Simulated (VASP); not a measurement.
# KNbO3 (Pm-3m) in VASP: further runs, part 2 of 2

VASP 6.6.1. The steps go on from the part before.

## Step 4: Single point, PBE

This run uses another cell than the first one, of 14.13 Å³/atom, 1.125 times its volume.

INCAR reads:

```
  ALGO = Normal
  EDIFF = 1E-6
  ENCUT = 600
  GGA = PE
  GGA_COMPAT = False
  ISIF = 2
  ISMEAR = 0
  LASPH = True
  LCHARG = False
  LREAL = False
  LWAVE = False
  NBANDS = 28
  NELM = 120
  PREC = Accurate
  SIGMA = 0.01
```

KPOINTS reads:

```
k-points
0
Gamma
  6 6 6
```

POSCAR reads:

```
KNbO3
1.0
    4.1338836089      0.0000000000      0.0000000000
    0.0000000000      4.1338836089      0.0000000000
    0.0000000000      0.0000000000      4.1338836089
K Nb O
1 1 3
Direct
    0.0000000000      0.0000000000      0.0000000000
    0.5000000000      0.5000000000      0.5000000000
    0.0000000000      0.5000000000      0.5000000000
    0.5000000000      0.0000000000      0.5000000000
    0.5000000000      0.5000000000      0.0000000000
```

Potentials or basis: VASP PAW PBE potentials, release 64 (K_sv, Nb_sv, O).

Run with:

```
$ cat potpaw_PBE.64/K_sv/POTCAR potpaw_PBE.64/Nb_sv/POTCAR potpaw_PBE.64/O/POTCAR > POTCAR
$ mpirun -np 1 vasp_std > vasp.out
```

OUTCAR:

```text
EDIFF = 1E-6
   ENCUT = 600
   GGA = PE
   ISIF = 2
   ISMEAR = 0
   LASPH = True
   LREAL = False
   NELM = 120
   PREC = Accurate

 ion  position               nearest neighbor table
   1  0.000  0.000  0.000-
   2  0.500  0.500  0.500-   3 2.07   4 2.07   5 2.07   5 2.07   4 2.07   3 2.07
   3  0.000  0.500  0.500-   2 2.07   2 2.07
   4  0.500  0.000  0.500-   2 2.07   2 2.07
   5  0.500  0.500  0.000-   2 2.07   2 2.07

  LATTYP: Found a simple cubic cell.
 ALAT       =     4.1338836089

  Lattice vectors:

 A1 = (   4.1338836089,   0.0000000000,   0.0000000000)
 A2 = (   0.0000000000,   4.1338836089,   0.0000000000)
 A3 = (   0.0000000000,   0.0000000000,   4.1338836089)

Analysis of symmetry for initial positions (statically):
=====================================================================
 Subroutine PRICEL returns:
 Original cell was already a primitive cell.

 Routine SETGRP: Setting up the symmetry group for a
 simple cubic supercell.

[... 165 lines left out ...]

  energy without entropy =      -38.63090403  energy(sigma->0) =      -38.63090403

 E-fermi :   2.6492     XC(G=0): -10.2926

 val. band max:        2.5237405839   @ k =   0.5000   0.5000   0.5000
 cond. band min:       3.8748039604   @ k =   0.0000   0.0000   0.0000
 fundamental gap:      1.3510633765
 Fermi energy:         2.6492459418

 k-point     1 :       0.0000    0.0000    0.0000
  band No.  band energies     occupation
      1     -52.8429      2.00000
      2     -28.8028      2.00000
      3     -28.8028      2.00000
      4     -28.8028      2.00000
      5     -24.9113      2.00000
      6     -14.3742      2.00000
[... 609 lines left out ...]
     27      12.0308      0.00000
     28      12.0328      0.00000

------------------------ aborting loop because EDIFF is reached ----------------------------------------

  FORCE on cell =-STRESS in cart. coord.  units (eV):
  Direction    XX          YY          ZZ          XY          YZ          ZX
  --------------------------------------------------------------------------------------
  -------------------------------------------------------------------------------------
  Total       -5.2109924     -5.2109924     -5.2109924      0.0000000      0.0000000      0.0000000
  in kB     -118.1833482   -118.1833482   -118.1833482      0.0000000      0.0000000      0.0000000
  external PRESSURE =    -118.1833482 kB  Pullay stress =       0.0000000 kB

 VOLUME and BASIS-vectors are now :
 -----------------------------------------------------------------------------
  energy-cutoff  :      600.00
  volume of cell :       70.64
      direct lattice vectors                 reciprocal lattice vectors
     4.133883609  0.000000000  0.000000000     0.241903279  0.000000000  0.000000000
     0.000000000  4.133883609  0.000000000     0.000000000  0.241903279  0.000000000
     0.000000000  0.000000000  4.133883609     0.000000000  0.000000000  0.241903279

 POSITION                                       TOTAL-FORCE (eV/Angst)
 -----------------------------------------------------------------------------------
      0.00000      0.00000      0.00000         0.000000      0.000000      0.000000
      2.06694      2.06694      2.06694         0.000000      0.000000      0.000000
      0.00000      2.06694      2.06694         0.000000      0.000000      0.000000
      2.06694      0.00000      2.06694         0.000000      0.000000      0.000000
      2.06694      2.06694      0.00000         0.000000      0.000000      0.000000
 -----------------------------------------------------------------------------------
    total drift:                                0.000000      0.000000      0.000000

  FREE ENERGIE OF THE ION-ELECTRON SYSTEM (eV)
  ---------------------------------------------------
  free  energy   TOTEN  =       -38.6309040269 eV

  energy  without entropy=      -38.6309040269  energy(sigma->0) =      -38.63090403
```

OSZICAR:

```text
N       E                     dE             d eps       ncg     rms          rms(c)
DAV:   1     0.416211949660E+03    0.41621E+03   -0.23812E+04  1120   0.160E+03
DAV:   2    -0.167954035973E+02   -0.43301E+03   -0.41966E+03  1380   0.492E+02
DAV:   3    -0.473507965456E+02   -0.30555E+02   -0.30384E+02  1824   0.120E+02
DAV:   4    -0.485069565944E+02   -0.11562E+01   -0.11534E+01  1860   0.190E+01
DAV:   5    -0.485295231139E+02   -0.22567E-01   -0.22562E-01  1572   0.219E+00    0.185E+01
DAV:   6    -0.391248338699E+02    0.94047E+01   -0.46358E+01  1632   0.438E+01    0.898E+00
DAV:   7    -0.387067599855E+02    0.41807E+00   -0.53947E+00  1632   0.151E+01    0.408E+00
DAV:   8    -0.387154188682E+02   -0.86589E-02   -0.96200E-01  1832   0.801E+00    0.225E+00
DAV:   9    -0.386300504800E+02    0.85368E-01   -0.25922E-01  1620   0.391E+00    0.618E-01
DAV:  10    -0.386315649871E+02   -0.15145E-02   -0.32767E-02  1428   0.123E+00    0.219E-01
DAV:  11    -0.386309369776E+02    0.62801E-03   -0.58878E-03  1620   0.474E-01    0.884E-02
DAV:  12    -0.386308979378E+02    0.39040E-04   -0.41009E-04  1644   0.185E-01    0.469E-02
DAV:  13    -0.386309026785E+02   -0.47407E-05   -0.12581E-04  1432   0.646E-02    0.814E-03
DAV:  14    -0.386309055471E+02   -0.28686E-05   -0.10010E-05  1804   0.269E-02    0.852E-03
DAV:  15    -0.386309042172E+02    0.13299E-05   -0.15550E-06  1032   0.111E-02    0.290E-03
DAV:  16    -0.386309040269E+02    0.19029E-06   -0.63500E-07   784   0.498E-03
   1 F= -.38630904E+02 E0= -.38630904E+02  d E =-.306045E-72
```

stdout:

```text
POSCAR found type information on POSCAR K NbO
 POSCAR found :  3 types and       5 ions
 scaLAPACK will be used
 LDA part: xc-table for (Slater+PW92), standard interpolation
 POSCAR, INCAR and KPOINTS ok, starting setup
 FFT: planning ... GRIDC
 FFT: planning ... GRID_SOFT
 FFT: planning ... GRID
 WAVECAR not read
 entering main loop
```

Wall time 35 s (1 thread of AMD EPYC 9R45 (Zen 5), shared host); peak memory 0.2 GiB.

What came out:

- Free energy: -38.6309 eV
- Pressure: -11.8 GPa
- Band gap on the k mesh: 1.35 eV, indirect (least direct gap 2.01 eV)

A k mesh can miss the band edges. Expect the measured gap to be larger: semilocal functionals such as PBE lack the derivative discontinuity.

## Step 5: Overview

| cell | gap on the mesh (eV) | pressure (GPa) |
| --- | --- | --- |
| a = 3.975 Å, 5 atoms | 1.59 | 7.1 |
| a = 4.029 Å, 5 atoms | 1.51 | -0.6 |
| a = 4.134 Å, 5 atoms | 1.35 | -11.8 |

Alike in all rows: task single point; level PBE; potentials or basis VASP PAW PBE potentials, release 64 (K_sv, Nb_sv, O); no spin polarisation; k mesh 6 × 6 × 6; cutoff (eV) 600; smearing gaussian 0.01 eV.

Absolute energies hang on the potentials; compare differences alone.
